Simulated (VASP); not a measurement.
Runs of VASP 6.6.1 on GaSb. The structure is that of space group Immm (No. 71), or close to it. The cells are those of the table. 

```csv
level,potentials or basis,spin,cell,k mesh,gap on the mesh (eV),pressure (GPa)
LDA,"VASP PAW LDA potentials, release 64 (Sb, Ga_d)",off,"a = 4.150 Å, angles 136.9, 101.7, 93.9°, 2 atoms",10 × 10 × 10,none,(a)
PBE,"VASP PAW PBE potentials, release 64 (Sb, Ga_d)",off,"a = 4.179 Å, angles 136.9, 101.7, 93.9°, 2 atoms",10 × 10 × 10,none,(b)
r2SCAN,"VASP PAW PBE potentials, release 64 (Sb, Ga_d)",off,"a = 4.320 Å, angles 136.9, 101.7, 93.9°, 2 atoms",10 × 10 × 10,none,-4.4
LDA,"VASP PAW LDA potentials, release 64 (Sb, Ga_d)",off,"a = 4.320 Å, angles 136.9, 101.7, 93.9°, 2 atoms",10 × 10 × 10,none,-6.7
LDA,"VASP PAW LDA potentials, release 64 (Sb, Ga_d)","non-collinear, zero start, SOC","a = 4.236 Å, angles 136.9, 101.7, 93.9°, 2 atoms",7 × 7 × 7,-,-4.5
```

Alike in all rows: task single point; cutoff (eV) 520; smearing fermi-dirac 0.05 eV.

Problem. Estimate the missing entries.

Solution. (a) -1.1; (b) 2.3.

Caveats: spin-orbit coupling is left out, which moves the levels of the heavy elements (some runs); the PAW data sets were made with another functional, which shifts forces and pressure a little (some runs).

A k mesh can miss the band edges, and rows without SOC leave out spin-orbit coupling on Ga, Sb.

A gap of «none» marks levels without a gap at the run's occupations.
